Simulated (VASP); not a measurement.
Runs of VASP 6.6.1 on MoS2. The structure is hexagonal, space group P6_3/mmc (No. 194). The conventional cell has a = 3.169 Å, b = 3.169 Å, c = 12.324 Å, α = 90.00°, β = 90.00°, γ = 120.00°. Within 3.2 Å of Mo (site symmetry -6m2) lie 6 S at 2.41 Å and 6 Mo at 3.17 Å. Within 3.2 Å of S (site symmetry 3m) lie 3 Mo at 2.41 Å and 7 S at 3.13 to 3.17 Å. 

```tsv
level	potentials or basis	gap on the mesh (eV)	pressure (GPa)	largest force (eV/Å)
RPBE	VASP PAW PBE potentials, release 64 (Mo_sv, S)	(b)	4.5	0.02
BLYP	VASP PAW PBE potentials, release 64 (Mo_sv, S)	0.98	(a)	0.33
revPBE	VASP PAW PBE potentials, release 64 (Mo_sv, S)	(c)	3.8	0.04
LDA	VASP PAW LDA potentials, release 64 (Mo_sv, S)	0.90	-5.6	0.46
```

Alike in all rows: task single point; no spin polarisation; cell as given; k mesh 9 × 9 × 2; cutoff (eV) 500; smearing fermi-dirac 0.05 eV.

Problem. Fill in the values left out.

Solution. (a) 9.4; (b) 1.02; (c) 1.01.

Caveats: the cell stands under pressure (at least some runs); the PAW data sets were made with another functional, which shifts forces and pressure a little (at least some runs); this functional lacks dispersion, which binds layers or chains, so the pressure and a relaxed spacing across them are unreliable (at least some runs); the cell stands under tension (at least some runs).

A k mesh can miss the band edges, and the runs leave out spin-orbit coupling on Mo.
